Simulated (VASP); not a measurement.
# Mo (P6/mmm) in VASP: a series of runs

Runs on Mo. Level: PBEsol. Tasks: single point.

Program: VASP 6.6.1. These are calculated values, not measurements. Logs are shortened: lines on timing, memory, paths and dates and some standing lists are left out, and cuts for length are marked.

### Step 1. The cell of the first run

Symmetry: P6/mmm, No. 191, hexagonal system. The conventional cell has a = 2.605 Å, b = 2.605 Å, c = 2.617 Å, α = 90.00°, β = 90.00°, γ = 120.00°. Mo (site symmetry 6/mmm) has 8 Mo at 2.61 to 2.62 Å within 3.4 Å.

### Step 2. Single point, PBEsol (strain -0.050 along x and y, +0.050 along z)

Input file INCAR:

```
PREC = Accurate
ENCUT = 520
EDIFF = 1E-6
ISMEAR = 0
SIGMA = 0.15
LREAL = F
LASPH = T
NELM = 100
ALGO = Fast
ISIF = 2
LWAVE = F
LCHARG = F
GGA = PS
NBANDS = 13
```

Input file KPOINTS:

```
Automatic mesh
0
Gamma
  24 24 24
```

Input file POSCAR:

```
Mo
1.0
    2.6052186534      0.0000000000      0.0000000000
   -1.3026093267      2.2561855362      0.0000000000
    0.0000000000      0.0000000000      2.6166746292
Mo
1
Direct
    0.0000000000      0.0000000000      0.5000000000
```

Potentials or basis: VASP PAW PBE potentials, release 64 (Mo_sv).

The run is started by

```
$ cat potpaw_PBE.64/Mo_sv/POTCAR > POTCAR
$ mpirun -np 1 vasp_std > vasp.out
```

OUTCAR:

```text
PREC = Accurate
   ENCUT = 520
   EDIFF = 1E-6
   ISMEAR = 0
   LREAL = F
   LASPH = T
   NELM = 100
   ISIF = 2
   GGA = PS

 ion  position               nearest neighbor table
   1  0.000  0.000  0.500-

  LATTYP: Found a hexagonal cell.
 ALAT       =     2.6052186534
 C/A-ratio  =     1.0043973184

  Lattice vectors:

 A1 = (   2.6052186534,   0.0000000000,   0.0000000000)
 A2 = (  -1.3026093267,   2.2561855362,   0.0000000000)
 A3 = (   0.0000000000,   0.0000000000,   2.6166746292)

Analysis of symmetry for initial positions (statically):
=====================================================================
 Subroutine PRICEL returns:
 Original cell was already a primitive cell.

 Routine SETGRP: Setting up the symmetry group for a
 hexagonal supercell.

 Subroutine GETGRP returns: Found 24 space group operations
 (whereof 24 operations were pure point group operations)
 out of a pool of 24 trial point group operations.

The static configuration has the point symmetry D_6h.

Analysis of symmetry for dynamics (positions and initial velocities):
=====================================================================
 Subroutine PRICEL returns:
 Original cell was already a primitive cell.

 Routine SETGRP: Setting up the symmetry group for a
 hexagonal supercell.

 Subroutine GETGRP returns: Found 24 space group operations
 (whereof 24 operations were pure point group operations)
 out of a pool of 24 trial point group operations.

The dynamic configuration has the point symmetry D_6h.

 Subroutine INISYM returns: Found 24 space group operations
 (whereof 24 operations are pure point group operations),
 and found     1 'primitive' translations

----------------------------------------------------------------------------------------

                                     Primitive cell

  volume of cell :      15.3804

  direct lattice vectors                    reciprocal lattice vectors
     2.605218653  0.000000000  0.000000000     0.383844941  0.221612980  0.000000000
    -1.302609327  2.256185536  0.000000000     0.000000000  0.443225960  0.000000000
     0.000000000  0.000000000  2.616674629     0.000000000  0.000000000  0.382164442

  length of vectors
     2.605218653  2.605218653  2.616674629     0.443225960  0.443225960  0.382164442

  position of ions in fractional coordinates (direct lattice)
     0.000000000  0.000000000  0.500000000

  ion indices of the primitive-cell ions
   primitive index   ion index
                 1           1

----------------------------------------------------------------------------------------

 KPOINTS: Automatic mesh

Automatic generation of k-mesh.
 Grid dimensions read from file:
 generate k-points for:   24   24   24

 Generating k-lattice:

  Cartesian coordinates                     Fractional coordinates (reciprocal lattice)
     0.015993539  0.009233874  0.000000000     0.041666667  0.000000000  0.000000000
     0.000000000  0.018467748  0.000000000     0.000000000  0.041666667  0.000000000
     0.000000000  0.000000000  0.015923518     0.000000000  0.000000000  0.041666667

  Length of vectors
     0.018467748  0.018467748  0.015923518

  Shift w.r.t. Gamma in fractional coordinates (k-lattice)
     0.000000000  0.000000000  0.000000000

 Subroutine IBZKPT returns following result:
 ===========================================

 Found    793 irreducible k-points:

 Following reciprocal coordinates:
            Coordinates               Weight
  0.000000  0.000000  0.000000      1.000000
  0.041667 -0.000000  0.000000      6.000000
  0.083333 -0.000000  0.000000      6.000000
  0.125000  0.000000  0.000000      6.000000
  0.166667 -0.000000  0.000000      6.000000
  0.208333 -0.000000  0.000000      6.000000
[... 16 lines left out ...]
  0.416667  0.041667  0.000000     12.000000
  0.458333  0.041667  0.000000     12.000000
 [... further k-points ...]
   k-points           NKPTS =    793   k-points in BZ     NKDIM =    793   number of bands    NBANDS=     13
   number of dos      NEDOS =    301   number of ions     NIONS =      1
   total plane-waves  NPLWV =   8000
   dimension x,y,z NGX =    20 NGY =   20 NGZ =   20
   dimension x,y,z NGXF=    40 NGYF=   40 NGZF=   40
   ions per type =               1
   NGX,Y,Z   is equivalent  to a cutoff of  12.76, 12.76, 12.71 a.u.
   NGXF,Y,Z  is equivalent  to a cutoff of  25.53, 25.53, 25.41 a.u.
 SYSTEM =  unknown system
   PREC   = accura    normal or accurate (medium, high low for compatibility)
   ISTART =      0    job   : 0-new  1-cont  2-samecut
   ICHARG =      2    charge: 1-file 2-atom 10-const
   ISPIN  =      1    spin polarized calculation?
   LNONCOLLINEAR =      F non collinear calculations
   LSORBIT =      F    spin-orbit coupling
   LASPH  =      T    aspherical Exc in radial PAW
   ENCUT  =  520.0 eV  38.22 Ry    6.18 a.u.   4.84  4.84  4.87*2*pi/ulx,y,z
   NELM   =    100;   NELMIN=  2; NELMDL= -5     # of ELM steps
   EDIFF  = 0.1E-05   stopping-criterion for ELM
   LREAL  =      F    real-space projection
   EDIFFG = 0.1E-04   stopping-criterion for IOM
   NSW    =      0    number of steps for IOM
   IBRION =     -1    ionic relax: 0-MD 1-quasi-New 2-CG
   NFREE  =      0    steps in history (QN), initial steepest desc. (CG)
   ISIF   =      2    stress and relaxation
   ISYM   =      2    0-nonsym 1-usesym 2-fastsym
   POTIM  = 0.5000    time-step for ionic-motion
   TEBEG  =    0.0;   TEEND  =   0.0 temperature during run
   PSTRESS=    0.0 pullay stress
   NELECT =      14.0000    total number of electrons
   NUPDOWN=      -1.0000    fix difference up-down
   EMIN   =  10.00;   EMAX   =-10.00  energy-range for DOS
   EFERMI =   0.00;   METHOD = LEGACY
   ISMEAR =     0;   SIGMA  =   0.15  broadening in eV -4-tet -1-fermi 0-gaus
   EFERMI_NEDOS =   21; number of points for ismear=-14 and -15
   IALGO  =     68    algorithm
   IMIX   =      4    mixing-type and parameters
     AMIX     =   0.40;   BMIX     =  1.00
     AMIX_MAG =   1.60;   BMIX_MAG =  1.00
  volume/ion in A,a.u.               =      15.38       103.79
  Fermi-wavevector in a.u.,A,eV,Ry     =   1.586577  2.998197 34.248965  2.517228
  Thomas-Fermi vector in A             =   2.685867
   LORBIT       =      0    0 simple, 1 ext, 2 COOP (PROOUT), +10 PAW based schemes
   GGA     = PS    functional components
   LHFCALC =     F    Hartree Fock is set to
   AEXX    =    0.0000 exact exchange contribution
   IVDW    =     0    specifies the selected vdW correction
   LEPSILON=     F    determine dielectric tensor
   LRPA    =     F    only Hartree local field effects (RPA)
 non-spin polarized calculation
 RMM-DIIS sequential band-by-band and
 Gauss-broadening in eV      SIGMA  =   0.15
  energy-cutoff  :      520.00
  volume of cell :       15.38
 maximum number of plane-waves:       429
 NGX is ok and might be reduce to    20
   NGX =  9   NGY =  9   NGZ =  9

 number of electron      14.0000003 magnetization

 Free energy of the ion-electron system (eV)
  ---------------------------------------------------
  ext. energy  EPLUGINS =         0.00000000
  ---------------------------------------------------
  free energy    TOTEN  =       -10.71360561 eV

  energy without entropy =      -10.70254952  energy(sigma->0) =      -10.70807757

 E-fermi :  12.7585     XC(G=0): -13.5143

 val. band max:       12.7568584734   @ k =   0.4583  -0.0000   0.5000
 cond. band min:      12.7614186733   @ k =   0.3750   0.0417   0.4583
 fundamental gap:      0.0045601999
 Fermi energy:        12.7585211359

 k-point     1 :       0.0000    0.0000    0.0000
  band No.  band energies     occupation
      1     -48.3671      2.00000
      2     -21.7297      2.00000
      3     -21.2938      2.00000
      4     -21.2938      2.00000
      5       5.5581      2.00000
      6       7.9484      2.00000
      7      11.6541      2.00000
      8      11.6541      2.00000
      9      16.9905      0.00000
     10      16.9905      0.00000
     11      26.1338      0.00000
     12      27.1502      0.00000
     13      35.0408      0.00000

 k-point     2 :       0.0417   -0.0000    0.0000
  band No.  band energies     occupation
      1     -48.3607      2.00000
      2     -21.7252      2.00000
      3     -21.3330      2.00000
      4     -21.3024      2.00000
      5       5.6361      2.00000
      6       7.9921      2.00000
      7      11.5689      2.00000
      8      11.7297      2.00000
      9      16.8694      0.00000
     10      16.9729      0.00000
     11      26.3279      0.00000
     12      27.3360      0.00000
     13      34.3618      0.00000

 k-point     3 :       0.0833   -0.0000    0.0000
  band No.  band energies     occupation
      1     -48.3417      2.00000
      2     -21.7119      2.00000
      3     -21.4472      2.00000
      4     -21.3275      2.00000
      5       5.8611      2.00000
      6       8.1211      2.00000
      7      11.3378      2.00000
      8      11.9549      2.00000
      9      16.5346      0.00000
     10      16.9218      0.00000
     11      26.8807      0.00000
     12      27.8609      0.00000
     13      33.0976      0.00000
[... 305 lines left out ...]
 k-point    23 :       0.4167    0.0417    0.0000
  band No.  band energies     occupation
      1     -47.9887      2.00000
      2     -23.3122      2.00000
      3     -21.7849      2.00000
      4     -21.4670      2.00000
      5       7.2385      2.00000
      6       9.6265      2.00000
      7      12.7372      1.15897
      8      13.7876      0.00000
      9      16.0199      0.00000
     10      17.8223      0.00000
     11      24.5359      0.00000
     12      27.6624      0.00000
     13      29.6362      0.00000

 k-point    24 :       0.4583    0.0417    0.0000
  band No.  band energies     occupation
      1     -47.9750      2.00000
      2     -23.3768      2.00000
      3     -21.8013      2.00000
      4     -21.4577      2.00000
      5       7.1640      2.00000
      6       9.7511      2.00000
      7      12.6339      1.76012
      8      14.0649      0.00000
      9      15.9891      0.00000
     10      18.1821      0.00000
     11      24.4559      0.00000
     12      27.3120      0.00000
     13      29.1679      0.00000

 [... further k-points ...]
[... 5 lines left out ...]
  --------------------------------------------------------------------------------------
  -------------------------------------------------------------------------------------
  Total        2.8168361      2.8168361     -0.5995765     -0.0000000      0.0000000      0.0000000
  in kB      293.4292782    293.4292782    -62.4577711     -0.0000000      0.0000000      0.0000000
  external PRESSURE =     174.8002618 kB  Pullay stress =       0.0000000 kB

 VOLUME and BASIS-vectors are now :
 -----------------------------------------------------------------------------
  energy-cutoff  :      520.00
  volume of cell :       15.38
      direct lattice vectors                 reciprocal lattice vectors
     2.605218653  0.000000000  0.000000000     0.383844941  0.221612980  0.000000000
    -1.302609327  2.256185536  0.000000000     0.000000000  0.443225960  0.000000000
     0.000000000  0.000000000  2.616674629     0.000000000  0.000000000  0.382164442

 POSITION                                       TOTAL-FORCE (eV/Angst)
 -----------------------------------------------------------------------------------
      0.00000      0.00000      1.30834         0.000000      0.000000      0.000000
 -----------------------------------------------------------------------------------
    total drift:                               -0.000000      0.000000     -0.000000

  FREE ENERGIE OF THE ION-ELECTRON SYSTEM (eV)
  ---------------------------------------------------
  free  energy   TOTEN  =       -10.7136056073 eV

  energy  without entropy=      -10.7025495236  energy(sigma->0) =      -10.70807757
```

Run time: 53 s. Hardware: 1 thread of Intel Xeon 6975P-C (Granite Rapids), shared host; peak memory 0.24 GiB.

What came out:

```
Free energy            : -10.7136 eV
Pressure               : 17.5 GPa
Band gap on the k mesh : zero (band 7 reaches 13.76 eV, above the bottom of band 8 at 11.65 eV)
```

Levels at points of the mesh, in eV from the Fermi level:
| k point | band 3 | band 4 | band 5 | band 6 | band 7 | band 8 | band 9 | band 10 | band 11 | band 12 |
| --- | --- | --- | --- | --- | --- | --- | --- | --- | --- | --- |
| (0.00, 0.00, 0.00) | -34.05 | -34.05 | -7.20 | -4.81 | -1.10 | -1.10 | 4.23 | 4.23 | 13.38 | 14.39 |
| (0.50, 0.00, 0.00) | -34.54 | -34.22 | -5.69 | -3.00 | -0.16 | 1.47 | 3.29 | 5.37 | 11.76 | 14.75 |
| (0.00, 0.00, 0.50) | -33.93 | -33.93 | -4.48 | -0.62 | -0.47 | -0.47 | 1.54 | 1.54 | 9.20 | 15.87 |
| (0.50, 0.00, 0.50) | -35.54 | -34.40 | -5.98 | -4.48 | -0.02 | 5.61 | 6.07 | 6.19 | 7.89 | 16.44 |

Caveat: the cell differs from its parent crystal (strain -0.050 along x and y, +0.050 along z); the PAW data sets were made with another functional, which shifts forces and pressure a little.

### Step 3. Single point, PBEsol (strain +0.000 along x and y, -0.050 along z)

Input file INCAR:

```
SYSTEM = Mo
  ALGO = Fast
  EDIFF = 1E-6
  ENCUT = 520
  GGA = PS
  ISIF = 2
  ISMEAR = 0
  LASPH = .True.
  LCHARG = .True.
  LELF = .True.
  LREAL = .False.
  LVHAR = .True.
  LWAVE = .False.
  NBANDS = 13
  NELM = 100
  PREC = Accurate
  SIGMA = 0.15
```

Input file KPOINTS:

```
k-points
0
Gamma
  24 24 24
  0 0 0
```

Input file POSCAR:

```
Mo
1.0
    2.7423354246      0.0000000000      0.0000000000
   -1.3711677123      2.3749321434      0.0000000000
    0.0000000000      0.0000000000      2.3674675216
Mo
1
Direct
    0.0000000000      0.0000000000      0.5000000000
```

Potentials or basis: VASP PAW PBE potentials, release 64 (Mo_sv).

The run is started by

```
$ cat potpaw_PBE.64/Mo_sv/POTCAR > POTCAR
$ mpirun -np 1 vasp_std > vasp.out
```

Wall time 41 s (1 thread of Intel Xeon 6975P-C (Granite Rapids), shared host); peak memory 0.25 GiB.

The run converged. Its results:

| Item | Value |
| --- | --- |
| Free energy | -10.8084 eV |
| Pressure | 15.5 GPa |
| Band gap on the k mesh | zero (band 7 reaches 13.38 eV, above the bottom of band 8 at 11.32 eV) |

Stress tensor (GPa, compression positive):
```
 8.81  0.00  0.00
 0.00  8.81  0.00
 0.00  0.00 28.81
```

Levels at points of the mesh, in eV from the Fermi level:
```tsv
k point	band 4	band 5	band 6	band 7	band 8	band 9	band 10	band 11
(0.00, 0.00, 0.00)	-33.39	-6.87	-4.74	-1.04	-1.04	5.13	5.13	12.58
(0.50, 0.00, 0.00)	-33.25	-5.14	-3.67	1.03	2.39	4.39	4.53	10.36
(0.00, 0.00, 0.50)	-33.81	-3.13	0.04	0.04	0.28	0.28	0.90	13.26
(0.50, 0.00, 0.50)	-34.10	-5.91	-2.92	-1.21	5.03	7.14	7.36	8.00
```

Caveat: the cell differs from its parent crystal (strain +0.000 along x and y, -0.050 along z); the PAW data sets were made with another functional, which shifts forces and pressure a little.

### Step 4. Single point, PBEsol (strain -0.025 along x and y, +0.000 along z)

Input file INCAR:

```
SYSTEM = Mo
PREC = Accurate ; ENCUT = 520
EDIFF = 1E-6 ; ISMEAR = 0
SIGMA = 0.15 ; LREAL = .False.
LASPH = .True. ; NELM = 80
ALGO = Fast ; ISIF = 2
LWAVE = .False. ; LCHARG = .False.
GGA = PS ; NBANDS = 13
```

Input file KPOINTS:

```
regular mesh
0
Gamma
  24 24 24
  0 0 0
```

Input file POSCAR:

```
Mo
1.0
    2.6737770390      0.0000000000      0.0000000000
   -1.3368885195      2.3155588398      0.0000000000
    0.0000000000      0.0000000000      2.4920710754
Mo
1
Direct
    0.0000000000      0.0000000000      0.5000000000
```

The run is started by

```
$ cat potpaw_PBE.64/Mo_sv/POTCAR > POTCAR
$ mpirun -np 1 vasp_std > vasp.out
```

Run time: 60 s. Hardware: 1 thread of Intel Xeon 6975P-C (Granite Rapids), shared host; peak memory 0.25 GiB.

Results (log left out):

- Free energy: -10.8349 eV
- Pressure: 13.6 GPa
- Band gap on the k mesh: zero (band 7 reaches 13.60 eV, above the bottom of band 8 at 11.50 eV)

Stress tensor (GPa, compression positive):
```
17.27  0.00  0.00
 0.00 17.27  0.00
 0.00  0.00  6.24
```

Levels at points of the mesh, in eV from the Fermi level:
| k point | band 3 | band 4 | band 5 | band 6 | band 7 | band 8 | band 9 | band 10 | band 11 | band 12 |
| --- | --- | --- | --- | --- | --- | --- | --- | --- | --- | --- |
| (0.00, 0.00, 0.00) | -34.12 | -34.03 | -7.06 | -4.74 | -1.05 | -1.05 | 4.55 | 4.55 | 12.99 | 16.39 |
| (0.50, 0.00, 0.00) | -34.51 | -33.84 | -5.38 | -3.36 | 1.04 | 1.21 | 3.80 | 4.86 | 11.06 | 13.97 |
| (0.00, 0.00, 0.50) | -33.92 | -33.92 | -3.88 | -0.13 | -0.13 | 0.09 | 0.82 | 0.82 | 11.12 | 16.25 |
| (0.50, 0.00, 0.50) | -35.51 | -34.29 | -5.93 | -3.72 | -0.59 | 5.26 | 6.62 | 6.69 | 7.86 | 16.92 |

Caveat: the cell differs from its parent crystal (strain -0.025 along x and y, +0.000 along z); the PAW data sets were made with another functional, which shifts forces and pressure a little.

### Step 5. Single point, PBEsol (strain +0.000 along x and y, -0.025 along z)

Input file INCAR:

```
ALGO = Fast ; EDIFF = 1E-6
ENCUT = 520 ; GGA = PS
ISIF = 2 ; ISMEAR = 0
LASPH = True ; LCHARG = False
LREAL = False ; LWAVE = False
NBANDS = 13 ; NELM = 100
PREC = Accurate ; SIGMA = 0.15
```

Input file KPOINTS:

```
k-points
0
Gamma
  24 24 24
```

Input file POSCAR:

```
Mo
1.0
    2.7423354246      0.0000000000      0.0000000000
   -1.3711677123      2.3749321434      0.0000000000
    0.0000000000      0.0000000000      2.4297692985
Mo
1
Direct
    0.0000000000      0.0000000000      0.5000000000
```

The run is started by

```
$ cat potpaw_PBE.64/Mo_sv/POTCAR > POTCAR
$ mpirun -np 1 vasp_std > vasp.out
```

Wall time 43 s (1 thread of Intel Xeon 6975P-C (Granite Rapids), shared host); peak memory 0.25 GiB.

The run converged. Its results:

```
Free energy            : -10.8614 eV
Pressure               : 7.3 GPa
Band gap on the k mesh : zero (band 7 reaches 13.02 eV, above the bottom of band 8 at 11.04 eV)
```

Stress tensor (GPa, compression positive):
```
 4.29  0.00  0.00
 0.00  4.29  0.00
 0.00  0.00 13.42
```

Levels at points of the mesh, in eV from the Fermi level:
```tsv
k point	band 5	band 6	band 7	band 8	band 9	band 10
(0.00, 0.00, 0.00)	-6.85	-4.58	-0.97	-0.97	4.74	4.74
(0.50, 0.00, 0.00)	-5.04	-3.50	1.02	1.88	4.12	4.41
(0.00, 0.00, 0.50)	-3.34	0.16	0.16	0.32	0.32	0.59
(0.50, 0.00, 0.50)	-5.70	-3.08	-0.94	4.93	6.89	6.89
```

Caveat: the cell differs from its parent crystal (strain +0.000 along x and y, -0.025 along z); the PAW data sets were made with another functional, which shifts forces and pressure a little.

### Step 6. Overview

| cell | gap on the mesh (eV) | pressure (GPa) |
| --- | --- | --- |
| a = 2.605, b = 2.605, c = 2.617 Å, angles 90.0, 90.0, 120.0°, 1 atom | none | 17.5 |
| a = 2.742, b = 2.742, c = 2.367 Å, angles 90.0, 90.0, 120.0°, 1 atom | none | 15.5 |
| a = 2.674, b = 2.674, c = 2.492 Å, angles 90.0, 90.0, 120.0°, 1 atom | none | 13.6 |
| a = 2.742, b = 2.742, c = 2.430 Å, angles 90.0, 90.0, 120.0°, 1 atom | none | 7.3 |

Alike in all rows: task single point; level PBEsol; potentials or basis VASP PAW PBE potentials, release 64 (Mo_sv); no spin polarisation; k mesh 24 × 24 × 24; cutoff (eV) 520; smearing gaussian 0.15 eV.

Caveats: the PAW data sets were made with another functional, which shifts forces and pressure a little.

Total energies depend on the potentials used, so only differences within one code and one set of settings carry meaning.
